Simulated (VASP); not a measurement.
Si16O (a cell with a defect), 17 atoms in the cell. The cell holds a defect, 17 atoms: a = 7.640 Å, b = 7.640 Å, c = 7.640 Å, α = 60.00°, β = 60.00°, γ = 60.00°. 

```yaml
Program: VASP 6.6.1
Task: single point
Functional: LDA
Potentials_or_basis: VASP PAW LDA potentials, release 64 (Si, O)
Cutoff: 520 eV
k_mesh: 3 × 3 × 3
Occupations: gaussian, width 0.02 eV
Spin: no spin polarisation
Dipole_correction: no
Further_INCAR_settings: LREAL = Auto; ALGO = Normal; EDIFF = 1e-06; NBANDS = 49
```

Potentials or basis: VASP PAW LDA potentials, release 64 (Si, O).

Launch:

```sh
$ cat potpaw_LDA.64/Si/POTCAR potpaw_LDA.64/O/POTCAR > POTCAR
$ mpirun -np 1 vasp_std > vasp.out
```

Hardware: 1 thread of Intel(R) Xeon(R) 6975P-C (Granite Rapids), with other jobs on the host.

Task: Estimate the wall time of this run.

Result: Wall time 4.4 min on 1 thread of Intel(R) Xeon(R) 6975P-C (Granite Rapids), on a shared host, peak memory 0.43 GiB. Counts: scf iterations 19, k points 14.
